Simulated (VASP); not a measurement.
# Tl (Fd-3m) in VASP: further runs

Tl is run at these levels: PBE; tasks: relaxation of cell and atoms.

All numbers are computed with VASP 6.6.1; they aren't measurements. Logs are shortened: lines on timing, memory, paths and dates and some standing lists are left out, and cuts for length are marked.

### Step 1. The cell of the first run

The structure is cubic, space group Fd-3m (No. 227). Conventional cell: a = 4.830 Å, b = 4.830 Å, c = 4.830 Å, α = 90.00°, β = 90.00°, γ = 90.00°. Tl (site symmetry -43m) has 4 Tl at 2.09 Å within 2.8 Å.

This isn't the form of Tl at room conditions, which is hcp.

### Step 2. Relaxation of cell and atoms, PBE, target pressure 230 GPa, at which the enthalpy is minimised

File INCAR:

```
SYSTEM = Tl
  PREC = Accurate
  ENCUT = 600
  EDIFF = 1E-7
  ISMEAR = -1
  SIGMA = 0.1
  LREAL = .FALSE.
  LASPH = .TRUE.
  NELM = 100
  ALGO = Normal
  ISIF = 3
  LWAVE = .FALSE.
  LCHARG = .FALSE.
  GGA = PE
  IBRION = 2
  NSW = 60
  EDIFFG = -0.005
  PSTRESS = 2300.0
```

File KPOINTS:

```
Automatic mesh
0
G
  13 13 13
  0 0 0
```

File POSCAR:

```
Tl
1.0
    0.0000000000      2.4152203142      2.4152203142
    2.4152203142      0.0000000000      2.4152203142
    2.4152203142      2.4152203142      0.0000000000
Tl
2
Direct
   -0.1250000000     -0.1250000000     -0.1250000000
    0.1250000000      0.1250000000      0.1250000000
```

Potentials or basis: VASP PAW PBE potentials, release 64 (Tl_d).

Started as:

```
> cat potpaw_PBE.64/Tl_d/POTCAR > POTCAR
> mpirun -np 1 vasp_std > vasp.out
```

OUTCAR:

```text
SYSTEM = Tl
   PREC = Accurate
   ENCUT = 600
   EDIFF = 1E-7
   ISMEAR = -1
   LREAL = .FALSE.
   LASPH = .TRUE.
   NELM = 100
   ISIF = 3
   GGA = PE
   IBRION = 2
   NSW = 60
   EDIFFG = -0.005
   PSTRESS = 2300.0

 ion  position               nearest neighbor table
   1  0.875  0.875  0.875-   2 2.09   2 2.09   2 2.09   2 2.09   2 4.01   2 4.01   2 4.01   2 4.01
                             2 4.01   2 4.01   2 4.01   2 4.01   2 4.01   2 4.01   2 4.01   2 4.01
   2  0.125  0.125  0.125-   1 2.09   1 2.09   1 2.09   1 2.09   1 4.01   1 4.01   1 4.01   1 4.01
                             1 4.01   1 4.01   1 4.01   1 4.01   1 4.01   1 4.01   1 4.01   1 4.01

  LATTYP: Found a face centered cubic cell.
 ALAT       =     4.8304406284

  Lattice vectors:

 A1 = (   0.0000000000,   2.4152203142,   2.4152203142)
 A2 = (   2.4152203142,   0.0000000000,   2.4152203142)
 A3 = (   2.4152203142,   2.4152203142,   0.0000000000)

Analysis of symmetry for initial positions (statically):
=====================================================================
 Subroutine PRICEL returns:
 Original cell was already a primitive cell.

 Routine SETGRP: Setting up the symmetry group for a
 face centered cubic supercell.

 Subroutine GETGRP returns: Found 48 space group operations
 (whereof 12 operations were pure point group operations)
 out of a pool of 48 trial point group operations.

The static configuration has the point symmetry D_3d.
 The point group associated with its full space group is O_h .

Analysis of symmetry for dynamics (positions and initial velocities):
=====================================================================
 Subroutine PRICEL returns:
 Original cell was already a primitive cell.

 Routine SETGRP: Setting up the symmetry group for a
 face centered cubic supercell.

 Subroutine GETGRP returns: Found 48 space group operations
 (whereof 12 operations were pure point group operations)
 out of a pool of 48 trial point group operations.

The dynamic configuration has the point symmetry D_3d.
 The point group associated with its full space group is O_h .

 Subroutine INISYM returns: Found 48 space group operations
 (whereof 12 operations are pure point group operations),
 and found     1 'primitive' translations

----------------------------------------------------------------------------------------

                                     Primitive cell

  volume of cell :      28.1774

  direct lattice vectors                    reciprocal lattice vectors
     0.000000000  2.415220314  2.415220314    -0.207020452  0.207020452  0.207020452
[... 70 lines left out ...]
   total plane-waves  NPLWV =  21952
   dimension x,y,z NGX =    28 NGY =   28 NGZ =   28
   dimension x,y,z NGXF=    56 NGYF=   56 NGZF=   56
   ions per type =               2
   NGX,Y,Z   is equivalent  to a cutoff of  13.63, 13.63, 13.63 a.u.
   NGXF,Y,Z  is equivalent  to a cutoff of  27.26, 27.26, 27.26 a.u.
 SYSTEM =  Tl
   PREC   = accura    normal or accurate (medium, high low for compatibility)
   ISTART =      0    job   : 0-new  1-cont  2-samecut
   ICHARG =      2    charge: 1-file 2-atom 10-const
   ISPIN  =      1    spin polarized calculation?
   LNONCOLLINEAR =      F non collinear calculations
   LSORBIT =      F    spin-orbit coupling
   LASPH  =      T    aspherical Exc in radial PAW
   ENCUT  =  600.0 eV  44.10 Ry    6.64 a.u.   6.82  6.82  6.82*2*pi/ulx,y,z
   NELM   =    100;   NELMIN=  2; NELMDL= -5     # of ELM steps
   EDIFF  = 0.1E-06   stopping-criterion for ELM
   LREAL  =      F    real-space projection
   EDIFFG = -.5E-02   stopping-criterion for IOM
   NSW    =     60    number of steps for IOM
   IBRION =      2    ionic relax: 0-MD 1-quasi-New 2-CG
   NFREE  =      1    steps in history (QN), initial steepest desc. (CG)
   ISIF   =      3    stress and relaxation
   ISYM   =      2    0-nonsym 1-usesym 2-fastsym
   POTIM  = 0.5000    time-step for ionic-motion
   TEBEG  =    0.0;   TEEND  =   0.0 temperature during run
   PSTRESS= 2300.0 pullay stress
   NELECT =      26.0000    total number of electrons
   NUPDOWN=      -1.0000    fix difference up-down
   EMIN   =  10.00;   EMAX   =-10.00  energy-range for DOS
   EFERMI =   0.00;   METHOD = LEGACY
   ISMEAR =    -1;   SIGMA  =   0.10  broadening in eV -4-tet -1-fermi 0-gaus
   EFERMI_NEDOS =   21; number of points for ismear=-14 and -15
   IALGO  =     38    algorithm
   IMIX   =      4    mixing-type and parameters
     AMIX     =   0.40;   BMIX     =  1.00
     AMIX_MAG =   1.60;   BMIX_MAG =  1.00
  volume/ion in A,a.u.               =      14.09        95.08
  Fermi-wavevector in a.u.,A,eV,Ry     =   1.593795  3.011836 34.561292  2.540183
  Thomas-Fermi vector in A             =   2.691970
   LORBIT       =      0    0 simple, 1 ext, 2 COOP (PROOUT), +10 PAW based schemes
   GGA     = PE    functional components
   LHFCALC =     F    Hartree Fock is set to
   AEXX    =    0.0000 exact exchange contribution
   IVDW    =     0    specifies the selected vdW correction
   LEPSILON=     F    determine dielectric tensor
   LRPA    =     F    only Hartree local field effects (RPA)
 conjugate gradient relaxation of ions
 non-spin polarized calculation
  energy-cutoff  :      600.00
  volume of cell :       28.18
 maximum number of plane-waves:       954
   NGX = 13   NGY = 13   NGZ = 13

--------------------------------------- Ionic step        1  -------------------------------------------

 number of electron      26.0000001 magnetization

 Free energy of the ion-electron system (eV)
  ---------------------------------------------------
  ext. energy  EPLUGINS =         0.00000000
  ---------------------------------------------------
  free energy    TOTEN  =        18.98331089 eV

  energy without entropy =       19.00135129  energy(sigma->0) =       18.99233109

------------------------ aborting loop because EDIFF is reached ----------------------------------------

  FORCE on cell =-STRESS in cart. coord.  units (eV):
  Direction    XX          YY          ZZ          XY          YZ          ZX
  --------------------------------------------------------------------------------------
  -------------------------------------------------------------------------------------
  Total       69.0215882     69.0215882     69.0215882     -0.0000000     -0.0000000      0.0000000
  in kB     3924.5988855   3924.5988855   3924.5988855     -0.0000000     -0.0000000      0.0000000
  external PRESSURE =    1624.5988855 kB  Pullay stress =    2300.0000000 kB
[... 1155 lines left out ...]
--------------------------------------- Ionic step        6  -------------------------------------------

 number of electron      26.0000000 magnetization

 Free energy of the ion-electron system (eV)
  ---------------------------------------------------
  ext. energy  EPLUGINS =         0.00000000
  ---------------------------------------------------
  free energy    TOTEN  =        10.41978264 eV

  energy without entropy =       10.43636287  energy(sigma->0) =       10.42807275

 E-fermi :  15.0967     XC(G=0): -13.0034

 val. band max:       15.0719580270   @ k =   0.2308   0.0769   0.0000
 cond. band min:      15.1228269277   @ k =   0.4615   0.2308   0.0000
 fundamental gap:      0.0508689007
 Fermi energy:        15.0966855835
[... 513 lines left out ...]
  energy  without entropy=       10.4363628719  energy(sigma->0) =       10.42807275

  enthalpy is  TOTEN    =        57.3712397639 eV   P V=       46.9514571258

 reached required accuracy - stopping structural energy minimisation
```

CONTCAR:

```text
Tl
   1.00000000000000
    -0.0000000000000000    2.5382473527569043    2.5382473527569043
     2.5382473527569038   -0.0000000000000000    2.5382473527569043
     2.5382473527569038    2.5382473527569043    0.0000000000000000
  Tl
     2
Direct
     0.8750000000000000    0.8750000000000000    0.8750000000000000
     0.1250000000000000    0.1250000000000000    0.1250000000000000

  0.00000000E+00  0.00000000E+00  0.00000000E+00
  0.00000000E+00  0.00000000E+00  0.00000000E+00
```

Run time: 5.9 min. Hardware: 1 thread of Intel Xeon 8259CL, shared host; peak memory 0.2 GiB.

Results:

```
Free energy                                                : 10.4198 eV
Relaxed volume                                             : 16.35 Å³/atom
Relaxed cell                                               : a = 3.590 Å, b = 3.590 Å, c = 3.590 Å, α = 60.00°, β = 60.00°, γ = 60.00°
Space group after relaxing (to 0.1 Å)                      : Fd-3m (No. 227)
Energy change on relaxing (the run minimises the enthalpy) : -4281.8 meV/atom
Ionic steps                                                : 6
Pressure after relaxing                                    : 230.0 GPa
Band gap on the k mesh                                     : zero (bands 13 and 14 overlap by 9.70 eV)
```

The path:
```tsv
step	energy change (eV)	largest force (eV/Å)	pressure (GPa)	volume (Å³)
1	0.0000	0.0000	392.46	28.18
2	-21.7766	0.0000	-7.05	135.81
3	-17.6730	0.0000	75.49	43.39
4	-10.0737	0.0000	202.82	33.83
5	-8.7444	0.0000	226.73	32.83
6	-8.5635	0.0000	230.01	32.71
```

Final structure:
```yaml
crystal:
  lattice:
    - [0.00000, 2.53825, 2.53825]
    - [2.53825, 0.00000, 2.53825]
    - [2.53825, 2.53825, 0.00000]
  atoms:
    - { symbol: Tl, position: [0.87500, 0.87500, 0.87500] }
    - { symbol: Tl, position: [0.12500, 0.12500, 0.12500] }
```

Levels at points of the mesh, in eV from the Fermi level:
```csv
k point,band 11,band 12,band 13,band 14,band 15,band 16
"(0.00, 0.00, 0.00)",-11.71,6.33,6.69,7.32,7.32,7.32
```

Caveat: the cell is relaxed towards a set pressure, so the run minimises the enthalpy, not the energy; the volume moved by over 15 % at a fixed basis, so the end points are rough; spin-orbit coupling is left out, which moves the levels of the heavy elements.

### Step 3. Relaxation of cell and atoms, PBE, target pressure 230 GPa, at which the enthalpy is minimised

This run uses another cell than the first one, of 16.32 Å³/atom.

File INCAR:

```
SYSTEM = Tl
ALGO = Normal ; EDIFF = 1E-6
EDIFFG = -0.005 ; ENCUT = 600
GGA = PE ; IBRION = 2
ISIF = 3 ; ISMEAR = -1
LASPH = .TRUE. ; LCHARG = .FALSE.
LREAL = .FALSE. ; LWAVE = .FALSE.
NELM = 80 ; NSW = 32
PREC = Accurate ; PSTRESS = 2300.0
SIGMA = 0.1
```

File KPOINTS:

```
k-points
0
G
  13 13 13
  0 0 0
```

File POSCAR:

```
Tl
1.0
    0.0000000000      2.5365590511      2.5365590511
    2.5365590511      0.0000000000      2.5365590511
    2.5365590511      2.5365590511      0.0000000000
Tl
2
Direct
   -0.1250000000     -0.1250000000     -0.1250000000
    0.1250000000      0.1250000000      0.1250000000
```

Potentials or basis: VASP PAW PBE potentials, release 64 (Tl_d).

Started as:

```
> cat potpaw_PBE.64/Tl_d/POTCAR > POTCAR
> mpirun -np 1 vasp_std > vasp.out
```

Run time: 2.8 min. Hardware: 1 thread of Intel Xeon 8259CL, shared host; peak memory 0.21 GiB.

The run converged. Its results:

```
Free energy                                                : 10.4097 eV
Relaxed volume                                             : 16.36 Å³/atom
Relaxed cell                                               : a = 3.590 Å, b = 3.590 Å, c = 3.590 Å, α = 60.00°, β = 60.00°, γ = 60.00°
Space group after relaxing (to 0.1 Å)                      : Fd-3m (No. 227)
Energy change on relaxing (the run minimises the enthalpy) : -50.5 meV/atom
Ionic steps                                                : 3
Pressure after relaxing                                    : 230.0 GPa
Band gap on the k mesh                                     : zero (bands 13 and 14 overlap by 9.70 eV)
```

Step by step:
| step | energy change (eV) | largest force (eV/Å) | pressure (GPa) | volume (Å³) |
| --- | --- | --- | --- | --- |
| 1 | 0.0000 | 0.0000 | 231.81 | 32.64 |
| 2 | -1.2112 | 0.0000 | 209.95 | 33.52 |
| 3 | -0.1011 | 0.0000 | 230.00 | 32.71 |

Final structure:
```
Tl
1.0
     0.00000    2.53837    2.53837
     2.53837    0.00000    2.53837
     2.53837    2.53837    0.00000
Tl
2
Direct
  0.87500 0.87500 0.87500
  0.12500 0.12500 0.12500
```

Levels at points of the mesh, in eV from the Fermi level:
| k point | band 10 | band 11 | band 12 | band 13 | band 14 | band 15 | band 16 | band 17 |
| --- | --- | --- | --- | --- | --- | --- | --- | --- |
| (0.00, 0.00, 0.00) | -11.71 | -11.71 | 6.33 | 6.69 | 7.32 | 7.32 | 7.32 | 8.02 |

Caveat: the cell is relaxed towards a set pressure, so the run minimises the enthalpy, not the energy; spin-orbit coupling is left out, which moves the levels of the heavy elements.
